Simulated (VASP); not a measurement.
# Na (Pm-3m) in VASP: a series of runs

Runs on Na. Level: r2SCAN. Tasks: single point, relaxation of cell and atoms.

Program: VASP 6.6.1. These are calculated values, not measurements. Logs are shortened: lines on timing, memory, paths and dates and some standing lists are left out, and cuts for length are marked.

**1. The cell of the first run**

The structure is cubic, space group Pm-3m (No. 221). Conventional cell: a = 3.507 Å, b = 3.507 Å, c = 3.507 Å, α = 90.00°, β = 90.00°, γ = 90.00°. Na (site symmetry m-3m) has 6 Na at 3.51 Å within 4.6 Å.

This isn't the form of Na at room conditions, which is bcc.

**2. Single point, r2SCAN (43.13 Å³/atom)**

POSCAR

```
Na
1.0
    3.5070197783      0.0000000000      0.0000000000
    0.0000000000      3.5070197783      0.0000000000
    0.0000000000      0.0000000000      3.5070197783
Na
1
Direct
    0.0000000000      0.0000000000      0.0000000000
```

INCAR.step1

```
SYSTEM = Na
  ALGO = Normal
  EDIFF = 1E-4
  ENCUT = 520
  GGA = PE
  ISMEAR = -1
  LASPH = .TRUE.
  LCHARG = .FALSE.
  LREAL = .FALSE.
  LWAVE = .TRUE.
  NBANDS = 10
  NELM = 60
  PREC = Accurate
  SIGMA = 0.1
```

INCAR.step2

```
SYSTEM = Na
  ALGO = Normal
  EDIFF = 1E-7
  ENCUT = 520
  ISIF = 2
  ISMEAR = -1
  ISTART = 1
  LASPH = .TRUE.
  LCHARG = .FALSE.
  LMIXTAU = .TRUE.
  LREAL = .FALSE.
  LWAVE = .FALSE.
  METAGGA = R2SCAN
  NBANDS = 10
  NELM = 60
  PREC = Accurate
  SIGMA = 0.1
```

KPOINTS

```
k-points
0
G
  10 10 10
  0 0 0
```

Potentials or basis: VASP PAW PBE potentials, release 64 (Na_pv).

The run is started by

```
$ cat potpaw_PBE.64/Na_pv/POTCAR > POTCAR
$ cp INCAR.step1 INCAR
$ mpirun -np 1 vasp_std > vasp.out
$ cp INCAR.step2 INCAR
$ mpirun -np 1 vasp_std > vasp.out
```

OUTCAR:

```text
SYSTEM = Na
   EDIFF = 1E-7
   ENCUT = 520
   ISIF = 2
   ISMEAR = -1
   ISTART = 1
   LASPH = .TRUE.
   LREAL = .FALSE.
   METAGGA = R2SCAN
   NELM = 60
   PREC = Accurate

 ion  position               nearest neighbor table
   1  0.000  0.000  0.000-

  LATTYP: Found a simple cubic cell.
 ALAT       =     3.5070197783

  Lattice vectors:

 A1 = (   3.5070197783,   0.0000000000,   0.0000000000)
 A2 = (   0.0000000000,   3.5070197783,   0.0000000000)
 A3 = (   0.0000000000,   0.0000000000,   3.5070197783)

Analysis of symmetry for initial positions (statically):
=====================================================================
 Subroutine PRICEL returns:
 Original cell was already a primitive cell.

 Routine SETGRP: Setting up the symmetry group for a
 simple cubic supercell.

 Subroutine GETGRP returns: Found 48 space group operations
 (whereof 48 operations were pure point group operations)
 out of a pool of 48 trial point group operations.

The static configuration has the point symmetry O_h .

Analysis of symmetry for dynamics (positions and initial velocities):
=====================================================================
 Subroutine PRICEL returns:
 Original cell was already a primitive cell.

 Routine SETGRP: Setting up the symmetry group for a
 simple cubic supercell.

 Subroutine GETGRP returns: Found 48 space group operations
 (whereof 48 operations were pure point group operations)
 out of a pool of 48 trial point group operations.

The dynamic configuration has the point symmetry O_h .

 Subroutine INISYM returns: Found 48 space group operations
 (whereof 48 operations are pure point group operations),
 and found     1 'primitive' translations

----------------------------------------------------------------------------------------

                                     Primitive cell

  volume of cell :      43.1335

  direct lattice vectors                    reciprocal lattice vectors
     3.507019778  0.000000000  0.000000000     0.285142390  0.000000000  0.000000000
     0.000000000  3.507019778  0.000000000     0.000000000  0.285142390  0.000000000
     0.000000000  0.000000000  3.507019778     0.000000000  0.000000000  0.285142390

  length of vectors
     3.507019778  3.507019778  3.507019778     0.285142390  0.285142390  0.285142390

  position of ions in fractional coordinates (direct lattice)
     0.000000000  0.000000000  0.000000000

  ion indices of the primitive-cell ions
   primitive index   ion index
                 1           1
[... 71 lines left out ...]
   NELM   =     60;   NELMIN=  2; NELMDL=  0     # of ELM steps
   EDIFF  = 0.1E-06   stopping-criterion for ELM
   LREAL  =      F    real-space projection
   EDIFFG = 0.1E-05   stopping-criterion for IOM
   NSW    =      0    number of steps for IOM
   IBRION =     -1    ionic relax: 0-MD 1-quasi-New 2-CG
   NFREE  =      0    steps in history (QN), initial steepest desc. (CG)
   ISIF   =      2    stress and relaxation
   ISYM   =      2    0-nonsym 1-usesym 2-fastsym
   POTIM  = 0.5000    time-step for ionic-motion
   TEBEG  =    0.0;   TEEND  =   0.0 temperature during run
   PSTRESS=    0.0 pullay stress
   NELECT =       7.0000    total number of electrons
   NUPDOWN=      -1.0000    fix difference up-down
   EMIN   =  10.00;   EMAX   =-10.00  energy-range for DOS
   EFERMI =   0.00;   METHOD = LEGACY
   ISMEAR =    -1;   SIGMA  =   0.10  broadening in eV -4-tet -1-fermi 0-gaus
   EFERMI_NEDOS =   21; number of points for ismear=-14 and -15
   IALGO  =     38    algorithm
   IMIX   =      4    mixing-type and parameters
     AMIX     =   0.40;   BMIX     =  1.00
     AMIX_MAG =   1.60;   BMIX_MAG =  1.00
  volume/ion in A,a.u.               =      43.13       291.08
  Fermi-wavevector in a.u.,A,eV,Ry     =   0.892968  1.687465 10.849178  0.797392
  Thomas-Fermi vector in A             =   2.014985
   LORBIT       =      0    0 simple, 1 ext, 2 COOP (PROOUT), +10 PAW based schemes
   METAGGA = R2SCAN    functional components
   LHFCALC =     F    Hartree Fock is set to
   AEXX    =    0.0000 exact exchange contribution
   IVDW    =     0    specifies the selected vdW correction
   LEPSILON=     F    determine dielectric tensor
   LRPA    =     F    only Hartree local field effects (RPA)
 non-spin polarized calculation
  energy-cutoff  :      520.00
  volume of cell :       43.13
 maximum number of plane-waves:      1189
 NGX is ok and might be reduce to    28
   NGX = 13   NGY = 13   NGZ = 13

 number of electron       6.9999982 magnetization

 Free energy of the ion-electron system (eV)
  ---------------------------------------------------
  ext. energy  EPLUGINS =         0.00000000
  ---------------------------------------------------
  free energy    TOTEN  =        -3.43053924 eV

  energy without entropy =       -3.41485330  energy(sigma->0) =       -3.42269627

 E-fermi :   0.0121     XC(G=0):  -6.5059

 val. band max:       -0.0513270319   @ k =   0.4000   0.2000   0.2000
 cond. band min:       0.0411669826   @ k =   0.5000   0.1000   0.0000
 fundamental gap:      0.0924940145
 Fermi energy:         0.0120712820

 k-point     1 :       0.0000    0.0000    0.0000
  band No.  band energies     occupation
      1     -26.3628      2.00000
      2     -26.3628      2.00000
      3     -26.3628      2.00000
      4      -3.2248      2.00000
      5       8.2972      0.00000
      6       8.2972      0.00000
      7       9.7815      0.00000
      8       9.7815      0.00000
      9       9.7815      0.00000
     10      12.8575      0.00000
[... 287 lines left out ...]
 k-point    24 :       0.3000    0.1000    0.1000
  band No.  band energies     occupation
      1     -26.3852      2.00000
      2     -26.3640      2.00000
      3     -26.3637      2.00000
      4      -1.7500      2.00000
      5       3.3983      0.00000
      6       7.8329      0.00000
      7       9.1766      0.00000
      8      12.1734      0.00000
      9      13.6923      0.00000
     10      13.6960      0.00000

 [... further k-points ...]
[... 5 lines left out ...]
  --------------------------------------------------------------------------------------
  -------------------------------------------------------------------------------------
  Total       -0.1264077     -0.1264077     -0.1264077      0.0000000     -0.0000000     -0.0000000
  in kB       -4.6953650     -4.6953650     -4.6953650      0.0000000     -0.0000000     -0.0000000
  external PRESSURE =      -4.6953650 kB  Pullay stress =       0.0000000 kB

 VOLUME and BASIS-vectors are now :
 -----------------------------------------------------------------------------
  energy-cutoff  :      520.00
  volume of cell :       43.13
      direct lattice vectors                 reciprocal lattice vectors
     3.507019778  0.000000000  0.000000000     0.285142390  0.000000000  0.000000000
     0.000000000  3.507019778  0.000000000     0.000000000  0.285142390  0.000000000
     0.000000000  0.000000000  3.507019778     0.000000000  0.000000000  0.285142390

 POSITION                                       TOTAL-FORCE (eV/Angst)
 -----------------------------------------------------------------------------------
      0.00000      0.00000      0.00000         0.000000      0.000000      0.000000
 -----------------------------------------------------------------------------------
    total drift:                               -0.000000      0.000000     -0.000000

  FREE ENERGIE OF THE ION-ELECTRON SYSTEM (eV)
  ---------------------------------------------------
  free  energy   TOTEN  =        -3.4305392397 eV

  energy  without entropy=       -3.4148533011  energy(sigma->0) =       -3.42269627
```

OUTCAR.step1:

```text
SYSTEM = Na
   EDIFF = 1E-4
   ENCUT = 520
   GGA = PE
   ISMEAR = -1
   LASPH = .TRUE.
   LREAL = .FALSE.
[... 528 lines left out ...]
 -----------------------------------------------------------------------------------
      0.00000      0.00000      0.00000         0.000000      0.000000      0.000000
 -----------------------------------------------------------------------------------
    total drift:                               -0.000000      0.000000     -0.000000

  FREE ENERGIE OF THE ION-ELECTRON SYSTEM (eV)
  ---------------------------------------------------
  free  energy   TOTEN  =        -1.1967200900 eV

  energy  without entropy=       -1.1798770789  energy(sigma->0) =       -1.18829858
```

OSZICAR.step1:

```text
N       E                     dE             d eps       ncg     rms          rms(c)
DAV:   1     0.276653402774E+02    0.27665E+02   -0.37421E+03  1120   0.568E+02
DAV:   2    -0.585161321905E+00   -0.28251E+02   -0.28167E+02  1158   0.146E+02
DAV:   3    -0.119251190540E+01   -0.60735E+00   -0.60691E+00  1322   0.238E+01
DAV:   4    -0.119862317693E+01   -0.61113E-02   -0.61109E-02  1348   0.239E+00
DAV:   5    -0.119871951865E+01   -0.96342E-04   -0.96341E-04  1282   0.296E-01    0.209E-01
DAV:   6    -0.119764074657E+01    0.10788E-02   -0.55324E-04  1374   0.284E-01    0.144E-01
DAV:   7    -0.119673057792E+01    0.91017E-03   -0.12897E-03  1306   0.352E-01    0.177E-02
DAV:   8    -0.119672009001E+01    0.10488E-04   -0.75709E-05   722   0.140E-01
   1 F= -.11967201E+01 E0= -.11882986E+01  d E =-.168430E-01
```

Wall time 2.3 min (1 thread of AMD EPYC 7R13, shared host); peak memory 0.13 GiB.

Results:

```
Free energy            : -3.4305 eV
Pressure               : -0.5 GPa
Band gap on the k mesh : zero (an odd number of electrons rules out a gap without spin polarisation)
```

Caveat: the PAW data sets were made with another functional, which shifts forces and pressure a little.

(Part 1 of 2 ends here.)
